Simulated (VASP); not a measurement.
# CuSi16 (a cell with a defect) in VASP: notebook

Runs on CuSi16 (a cell with a defect). Level: PBE. Tasks: single point.

Everything below comes from runs of VASP 6.6.1. Logs are shortened: lines on timing, memory, paths and dates and some standing lists are left out, and cuts for length are marked.

**1. The cell of the first run**

The cell holds a defect, 17 atoms: a = 7.679 Å, b = 7.679 Å, c = 7.679 Å, α = 60.00°, β = 60.00°, γ = 60.00°.

**2. Single point, PBE**

Input file INCAR:

```
PREC = Accurate
ENCUT = 520
EDIFF = 1E-6
ISMEAR = 0
SIGMA = 0.05
LREAL = Auto
LASPH = True
NELM = 100
ALGO = Normal
ISIF = 2
LWAVE = False
LCHARG = False
GGA = PE
NELECT = 74.0
NBANDS = 52
```

Input file KPOINTS:

```
regular mesh
0
Gamma
  2 2 2
```

Input file POSCAR:

```
CuSi16
1.0
    0.0000000000      5.4300000000      5.4300000000
    5.4300000000      0.0000000000      5.4300000000
    5.4300000000      5.4300000000      0.0000000000
Si Cu
16 1
Direct
    0.0063096685     -0.0248065378      0.0060415285
    0.1210513812      0.1182206262      0.1221850829
   -0.0155073665      0.0017534070      0.5046246777
    0.1251877532      0.1206905157      0.6349455801
    0.0010290055      0.4907663904      0.0010566298
    0.1312168508      0.6042059853      0.1312275322
   -0.0007971455      0.4927341621      0.5035660221
    0.1132654696      0.6277906998      0.6285544199
    0.5041148250      0.0015833333     -0.0144614180
    0.6350213628      0.1203079190      0.1258569061
    0.5093671271      0.0070695212      0.5092288214
    0.6164514733      0.1626468692      0.6178612339
    0.5037106814      0.4923756906     -0.0006495396
    0.6283744015      0.6276826888      0.1135506446
    0.4872170350      0.5343669429      0.4873595764
    0.6266881215      0.6326255064      0.6269284530
    0.3492883978      0.9599462247      0.3500333333
```

Potentials or basis: VASP PAW PBE potentials, release 64 (Si, Cu).

The run is started by

```sh
cat potpaw_PBE.64/Si/POTCAR potpaw_PBE.64/Cu/POTCAR > POTCAR
mpirun -np 1 vasp_std > vasp.out
```

OUTCAR:

```text
PREC = Accurate
   ENCUT = 520
   EDIFF = 1E-6
   ISMEAR = 0
   LREAL = Auto
   LASPH = True
   NELM = 100
   ISIF = 2
   GGA = PE
   NELECT = 74.0

 ion  position               nearest neighbor table
   1  0.006  0.975  0.006-   6 2.33   4 2.33  10 2.33   2 2.35
   2  0.121  0.118  0.122-   5 2.34   1 2.35   3 2.40   9 2.40  17 2.53
   3  0.984  0.002  0.505-  12 2.32   8 2.34  17 2.35   2 2.40   4 2.45
   4  0.125  0.121  0.635-   1 2.33   7 2.33  11 2.41   3 2.45  17 2.47
   5  0.001  0.491  0.001-   2 2.34   8 2.34  14 2.34   6 2.34
   6  0.131  0.604  0.131-   1 2.33   7 2.34  13 2.34   5 2.34
   7  0.999  0.493  0.504-   4 2.33   6 2.34  16 2.34   8 2.35
   8  0.113  0.628  0.629-   5 2.34   3 2.34   7 2.35  15 2.35
   9  0.504  0.002  0.986-  12 2.32  14 2.34  17 2.35   2 2.40  10 2.45
  10  0.635  0.120  0.126-   1 2.33  13 2.33  11 2.41   9 2.45  17 2.47
  11  0.509  0.007  0.509-  12 2.34  16 2.35  17 2.35  10 2.41   4 2.41
  12  0.616  0.163  0.618-   9 2.32   3 2.32  15 2.33  11 2.34
  13  0.504  0.492  0.999-  10 2.33   6 2.34  16 2.34  14 2.35
  14  0.628  0.628  0.114-   5 2.34   9 2.34  13 2.35  15 2.35
  15  0.487  0.534  0.487-  12 2.33  14 2.35   8 2.35  16 2.37  17 2.67
  16  0.627  0.633  0.627-  13 2.34   7 2.34  11 2.35  15 2.37
  17  0.349  0.960  0.350-   9 2.35   3 2.35  11 2.35   4 2.47  10 2.47   2 2.53  15 2.67

  LATTYP: Found a face centered cubic cell.
 ALAT       =    10.8600000000

  Lattice vectors:

 A1 = (   0.0000000000,   5.4300000000,   5.4300000000)
 A2 = (   5.4300000000,   0.0000000000,   5.4300000000)
 A3 = (   5.4300000000,   5.4300000000,   0.0000000000)

Analysis of symmetry for initial positions (statically):
=====================================================================
 Subroutine PRICEL returns:
 Original cell was already a primitive cell.

 Routine SETGRP: Setting up the symmetry group for a
 face centered cubic supercell.

 Subroutine GETGRP returns: Found  1 space group operations
 (whereof  1 operations were pure point group operations)
 out of a pool of 48 trial point group operations.

The static configuration has the point symmetry C_1 .

Analysis of symmetry for dynamics (positions and initial velocities):
=====================================================================
 Subroutine PRICEL returns:
 Original cell was already a primitive cell.

 Routine SETGRP: Setting up the symmetry group for a
 face centered cubic supercell.

 Subroutine GETGRP returns: Found  1 space group operations
 (whereof  1 operations were pure point group operations)
 out of a pool of 48 trial point group operations.

The dynamic configuration has the point symmetry C_1 .

 Subroutine INISYM returns: Found  1 space group operations
 (whereof  1 operations are pure point group operations),
 and found     1 'primitive' translations

----------------------------------------------------------------------------------------

                                     Primitive cell

  volume of cell :     320.2060

  direct lattice vectors                    reciprocal lattice vectors
     0.000000000  5.430000000  5.430000000    -0.092081031  0.092081031  0.092081031
     5.430000000  0.000000000  5.430000000     0.092081031 -0.092081031  0.092081031
     5.430000000  5.430000000  0.000000000     0.092081031  0.092081031 -0.092081031

  length of vectors
     7.679179644  7.679179644  7.679179644     0.159489025  0.159489025  0.159489025

  position of ions in fractional coordinates (direct lattice)
     0.006309669  0.975193462  0.006041528
     0.121051381  0.118220626  0.122185083
     0.984492633  0.001753407  0.504624678
     0.125187753  0.120690516  0.634945580
     0.001029006  0.490766390  0.001056630
     0.131216851  0.604205985  0.131227532
[... 9 lines left out ...]
     0.626688122  0.632625506  0.626928453
     0.349288398  0.959946225  0.350033333

  ion indices of the primitive-cell ions
   primitive index   ion index
                 1           1
                 2           2
                 3           3
                 4           4
                 5           5
                 6           6
[... 9 lines left out ...]
                16          16
                17          17

----------------------------------------------------------------------------------------

 KPOINTS: regular mesh

Automatic generation of k-mesh.
 Grid dimensions read from file:
 generate k-points for:    2    2    2

 Generating k-lattice:

  Cartesian coordinates                     Fractional coordinates (reciprocal lattice)
    -0.046040516  0.046040516  0.046040516     0.500000000  0.000000000  0.000000000
     0.046040516 -0.046040516  0.046040516     0.000000000  0.500000000  0.000000000
     0.046040516  0.046040516 -0.046040516     0.000000000  0.000000000  0.500000000

  Length of vectors
     0.079744512  0.079744512  0.079744512

  Shift w.r.t. Gamma in fractional coordinates (k-lattice)
     0.000000000  0.000000000  0.000000000

 Subroutine IBZKPT returns following result:
 ===========================================

 Found      8 irreducible k-points:

 Following reciprocal coordinates:
            Coordinates               Weight
  0.000000  0.000000  0.000000      1.000000
  0.500000  0.000000  0.000000      1.000000
  0.000000  0.500000  0.000000      1.000000
  0.000000  0.000000  0.500000      1.000000
  0.500000  0.500000  0.500000      1.000000
  0.500000  0.500000  0.000000      1.000000
  0.000000  0.500000  0.500000      1.000000
  0.500000  0.000000  0.500000      1.000000
   k-points           NKPTS =      8   k-points in BZ     NKDIM =      8   number of bands    NBANDS=     52
   number of dos      NEDOS =    301   number of ions     NIONS =     17
   total plane-waves  NPLWV = 216000
   dimension x,y,z NGX =    60 NGY =   60 NGZ =   60
   dimension x,y,z NGXF=   120 NGYF=  120 NGZF=  120
   ions per type =              16   1
   NGX,Y,Z   is equivalent  to a cutoff of  12.99, 12.99, 12.99 a.u.
   NGXF,Y,Z  is equivalent  to a cutoff of  25.98, 25.98, 25.98 a.u.
 SYSTEM =  unknown system
   PREC   = accura    normal or accurate (medium, high low for compatibility)
   ISTART =      0    job   : 0-new  1-cont  2-samecut
   ICHARG =      2    charge: 1-file 2-atom 10-const
   ISPIN  =      1    spin polarized calculation?
   LNONCOLLINEAR =      F non collinear calculations
   LSORBIT =      F    spin-orbit coupling
   LASPH  =      T    aspherical Exc in radial PAW
   ENCUT  =  520.0 eV  38.22 Ry    6.18 a.u.  14.28 14.28 14.28*2*pi/ulx,y,z
   NELM   =    100;   NELMIN=  2; NELMDL= -5     # of ELM steps
   EDIFF  = 0.1E-05   stopping-criterion for ELM
   LREAL  =      T    real-space projection
   EDIFFG = 0.1E-04   stopping-criterion for IOM
   NSW    =      0    number of steps for IOM
   IBRION =     -1    ionic relax: 0-MD 1-quasi-New 2-CG
   NFREE  =      0    steps in history (QN), initial steepest desc. (CG)
   ISIF   =      2    stress and relaxation
   ISYM   =      2    0-nonsym 1-usesym 2-fastsym
   POTIM  = 0.5000    time-step for ionic-motion
   TEBEG  =    0.0;   TEEND  =   0.0 temperature during run
   PSTRESS=    0.0 pullay stress
   NELECT =      74.0000    total number of electrons
   NUPDOWN=      -1.0000    fix difference up-down
   EMIN   =  10.00;   EMAX   =-10.00  energy-range for DOS
   EFERMI =   0.00;   METHOD = LEGACY
   ISMEAR =     0;   SIGMA  =   0.05  broadening in eV -4-tet -1-fermi 0-gaus
   EFERMI_NEDOS =   21; number of points for ismear=-14 and -15
   IALGO  =     38    algorithm
   IMIX   =      4    mixing-type and parameters
     AMIX     =   0.40;   BMIX     =  1.00
     AMIX_MAG =   1.60;   BMIX_MAG =  1.00
  volume/ion in A,a.u.               =      18.84       127.11
  Fermi-wavevector in a.u.,A,eV,Ry     =   1.004636  1.898488 13.732283  1.009294
  Thomas-Fermi vector in A             =   2.137265
   LORBIT       =      0    0 simple, 1 ext, 2 COOP (PROOUT), +10 PAW based schemes
   GGA     = PE    functional components
   LHFCALC =     F    Hartree Fock is set to
   AEXX    =    0.0000 exact exchange contribution
   IVDW    =     0    specifies the selected vdW correction
   LEPSILON=     F    determine dielectric tensor
   LRPA    =     F    only Hartree local field effects (RPA)
 non-spin polarized calculation
 Gauss-broadening in eV      SIGMA  =   0.05
  energy-cutoff  :      520.00
  volume of cell :      320.21
 maximum number of plane-waves:      8646
 NGX is ok and might be reduce to    60
   NGX = 29   NGY = 29   NGZ = 29

 number of electron      74.0000000 magnetization

 Free energy of the ion-electron system (eV)
  ---------------------------------------------------
  ext. energy  EPLUGINS =         0.00000000
  ---------------------------------------------------
  free energy    TOTEN  =       -94.22268007 eV

  energy without entropy =      -94.22188323  energy(sigma->0) =      -94.22228165

 E-fermi :   6.4032     XC(G=0):  -9.6100

 val. band max:        6.3294059280   @ k =   0.0000   0.0000   0.0000
 cond. band min:       6.4770701172   @ k =   0.0000   0.0000   0.0000
 fundamental gap:      0.1476641892
 Fermi energy:         6.4032380311

 k-point     1 :       0.0000    0.0000    0.0000
  band No.  band energies     occupation
      1      -5.8940      2.00000
      2      -3.5323      2.00000
      3      -3.5132      2.00000
      4      -3.4868      2.00000
      5      -3.4651      2.00000
      6      -2.0069      2.00000
[... 41 lines left out ...]
     48       8.4710      0.00000
     49       8.5710      0.00000

 k-point     2 :       0.5000    0.0000    0.0000
  band No.  band energies     occupation
      1      -5.1956      2.00000
      2      -4.9661      2.00000
      3      -3.3073      2.00000
      4      -3.2480      2.00000
      5      -3.1455      2.00000
      6      -3.0389      2.00000
[... 304 lines left out ...]
 k-point     8 :       0.5000    0.0000    0.5000
  band No.  band energies     occupation
      1      -4.9267      2.00000
      2      -4.7214      2.00000
      3      -3.8825      2.00000
      4      -3.7619      2.00000
      5      -3.7598      2.00000
      6      -3.7325      2.00000
[... 41 lines left out ...]
     48      10.4732      0.00000
     49      10.4887      0.00000
 [bands above 49 left out]

------------------------ aborting loop because EDIFF is reached ----------------------------------------

  FORCE on cell =-STRESS in cart. coord.  units (eV):
  Direction    XX          YY          ZZ          XY          YZ          ZX
  --------------------------------------------------------------------------------------
  -------------------------------------------------------------------------------------
  Total       -1.3013687     -1.9357710     -1.3733554     -0.0322106     -0.1384660     -0.7413249
  in kB       -6.5115061     -9.6857906     -6.8716975     -0.1611684     -0.6928259     -3.7092804
  external PRESSURE =      -7.6896648 kB  Pullay stress =       0.0000000 kB

 VOLUME and BASIS-vectors are now :
 -----------------------------------------------------------------------------
  energy-cutoff  :      520.00
  volume of cell :      320.21
      direct lattice vectors                 reciprocal lattice vectors
     0.000000000  5.430000000  5.430000000    -0.092081031  0.092081031  0.092081031
     5.430000000  0.000000000  5.430000000     0.092081031 -0.092081031  0.092081031
     5.430000000  5.430000000  0.000000000     0.092081031  0.092081031 -0.092081031

 POSITION                                       TOTAL-FORCE (eV/Angst)
 -----------------------------------------------------------------------------------
      5.32811      0.06707      5.32956         0.011153     -0.009893      0.006529
      1.30540      1.32077      1.29925        -0.005630      0.001393      0.014706
      2.74963      8.08591      5.35532         0.018172      0.001457     -0.011996
      4.10310      4.12752      1.33512        -0.006098     -0.005210      0.003903
      2.67060      0.01132      2.67045        -0.002438     -0.012203     -0.009469
      3.99340      1.42507      3.99335        -0.000633      0.001437      0.002039
[... 9 lines left out ...]
      6.83938      6.80714      6.83807        -0.008719     -0.015338     -0.006234
      7.11319      3.79732      7.10914        -0.006455      0.014427     -0.011876
 -----------------------------------------------------------------------------------
    total drift:                                0.001582      0.002203      0.001669

  FREE ENERGIE OF THE ION-ELECTRON SYSTEM (eV)
  ---------------------------------------------------
  free  energy   TOTEN  =       -94.2226800668 eV

  energy  without entropy=      -94.2218832306  energy(sigma->0) =      -94.22228165
```

Wall time 9.5 min (1 thread of Intel Xeon 8259CL, shared host); peak memory 0.5 GiB.

What came out:

* Free energy: -94.2227 eV
* Largest force: 0.022 eV/Å

Forces on the atoms (eV/Å):
```
Si   0.011 -0.010  0.007
Si  -0.006  0.001  0.015
Si   0.018  0.001 -0.012
Si  -0.006 -0.005  0.004
Si  -0.002 -0.012 -0.009
Si  -0.001  0.001  0.002
Si   0.009  0.008 -0.013
Si  -0.009  0.007  0.014
Si  -0.002 -0.002  0.006
Si  -0.010 -0.013  0.004
Si   0.012  0.008 -0.009
Si  -0.010 -0.005  0.006
Si  -0.006  0.007  0.009
Si   0.010  0.008 -0.008
Si   0.008  0.006  0.004
Si  -0.009 -0.015 -0.006
Cu  -0.006  0.014 -0.012
```

Levels at points of the mesh, in eV from the Fermi level:
| k point | band 35 | band 36 | band 37 | band 38 | band 39 | band 40 |
| --- | --- | --- | --- | --- | --- | --- |
| (0.00, 0.00, 0.00) | -0.63 | -0.19 | -0.07 | 0.07 | 0.39 | 0.59 |
| (0.50, 0.00, 0.00) | -0.91 | -0.85 | -0.75 | 0.55 | 1.12 | 1.25 |
| (0.00, 0.50, 0.00) | -0.89 | -0.65 | -0.52 | 0.52 | 1.00 | 1.34 |
| (0.00, 0.00, 0.50) | -0.91 | -0.85 | -0.74 | 0.55 | 1.12 | 1.25 |
| (0.50, 0.50, 0.50) | -0.89 | -0.88 | -0.80 | 0.50 | 1.15 | 1.24 |
| (0.50, 0.50, 0.00) | -1.47 | -1.43 | -1.09 | 0.66 | 0.99 | 1.94 |
| (0.00, 0.50, 0.50) | -1.46 | -1.43 | -1.08 | 0.65 | 0.99 | 1.94 |
| (0.50, 0.00, 0.50) | -1.50 | -1.42 | -1.12 | 0.67 | 0.98 | 1.95 |

Caveat: the k points lie up to 0.50 Å⁻¹ apart; the cell carries a net charge on a neutralising background, which shifts energy and pressure; the cell is charged against a uniform background, so pressure and absolute levels hang on convention.

**3. Single point, PBE**

Input file INCAR:

```
PREC = Accurate
ENCUT = 520
EDIFF = 1E-6
ISMEAR = 0
SIGMA = 0.05
LREAL = Auto
LASPH = T
NELM = 100
ALGO = Normal
ISIF = 2
LWAVE = F
LCHARG = F
GGA = PE
NELECT = 74.0
NBANDS = 52
```

KPOINTS is that of step 2.

Input file POSCAR:

```
CuSi16
1.0
    0.0000000000      5.4300000000      5.4300000000
    5.4300000000      0.0000000000      5.4300000000
    5.4300000000      5.4300000000      0.0000000000
Si Cu
16 1
Direct
    0.0009687845     -0.0321511050      0.0263511050
    0.1211898711      0.1241226519      0.1177583794
   -0.0064626151      0.0009519337      0.5072252302
    0.1149184162      0.1147699816      0.6547305709
   -0.0023264273      0.4988383978     -0.0079630755
    0.1371704420      0.5971726519      0.1292853591
    0.0003338858      0.4902977901      0.5097664825
    0.1268613260      0.6285977901      0.6176307551
    0.5013818600      0.0055897790     -0.0098940147
    0.6332965930      0.1260089319      0.1184266114
    0.4967844383      0.0019426335      0.5069978821
    0.6216424494      0.1407199816      0.6154461326
    0.5113273481      0.5001070902     -0.0078794659
    0.6251464088      0.6328058932      0.1180581952
    0.4990789134      0.5119418969      0.4917212707
    0.6277247698      0.6295302947      0.6177930939
    0.2611525783      1.1897227440      0.2835945672
```

Potentials or basis: VASP PAW PBE potentials, release 64 (Si, Cu).

The run is started by

```sh
cat potpaw_PBE.64/Si/POTCAR potpaw_PBE.64/Cu/POTCAR > POTCAR
mpirun -np 1 vasp_std > vasp.out
```

Wall time 9.5 min (1 thread of Intel Xeon 8259CL, shared host); peak memory 0.5 GiB.

The run converged. Its results:

```yaml
Free_energy: -94.2197 eV
Largest_force: 0.041 eV/Å
```

Forces in eV/Å, atoms in the order of the input:
```
Si  -0.011 -0.006  0.031
Si  -0.002 -0.005 -0.020
Si   0.002  0.000 -0.011
Si   0.000 -0.003 -0.012
Si  -0.002  0.024  0.014
Si   0.023 -0.016 -0.024
Si  -0.018 -0.002  0.011
Si   0.014 -0.022 -0.005
Si  -0.009 -0.014  0.018
Si  -0.033  0.022 -0.009
Si   0.017  0.016  0.002
Si  -0.012  0.000  0.008
Si   0.001 -0.016 -0.007
Si   0.004  0.004  0.007
Si   0.023 -0.005 -0.009
Si  -0.001 -0.005  0.016
Cu   0.004  0.029 -0.008
```

Levels at points of the mesh, in eV from the Fermi level:
| k point | band 33 | band 34 | band 35 | band 36 | band 37 | band 38 | band 39 | band 40 | band 41 | band 42 |
| --- | --- | --- | --- | --- | --- | --- | --- | --- | --- | --- |
| (0.00, 0.00, 0.00) | -0.98 | -0.92 | -0.63 | -0.19 | -0.10 | 0.10 | 0.50 | 0.60 | 0.62 | 0.67 |
| (0.50, 0.00, 0.00) | -1.98 | -0.91 | -0.85 | -0.83 | -0.70 | 0.56 | 1.13 | 1.30 | 1.32 | 1.44 |
| (0.00, 0.50, 0.00) | -2.06 | -0.90 | -0.87 | -0.68 | -0.53 | 0.53 | 1.03 | 1.32 | 1.37 | 1.55 |
| (0.00, 0.00, 0.50) | -2.01 | -0.93 | -0.87 | -0.79 | -0.77 | 0.47 | 1.21 | 1.31 | 1.34 | 1.42 |
| (0.50, 0.50, 0.50) | -1.99 | -0.92 | -0.84 | -0.82 | -0.72 | 0.56 | 1.14 | 1.30 | 1.32 | 1.44 |
| (0.50, 0.50, 0.00) | -1.81 | -1.53 | -1.43 | -1.41 | -1.00 | 0.66 | 1.05 | 1.99 | 2.08 | 2.15 |
| (0.00, 0.50, 0.50) | -1.86 | -1.49 | -1.48 | -1.41 | -1.04 | 0.68 | 1.03 | 2.00 | 2.06 | 2.16 |
| (0.50, 0.00, 0.50) | -1.82 | -1.53 | -1.44 | -1.42 | -1.00 | 0.66 | 1.04 | 2.00 | 2.07 | 2.15 |

Caveat: the k points lie up to 0.50 Å⁻¹ apart; the cell carries a net charge on a neutralising background, which shifts energy and pressure; the cell is charged against a uniform background, so pressure and absolute levels hang on convention.
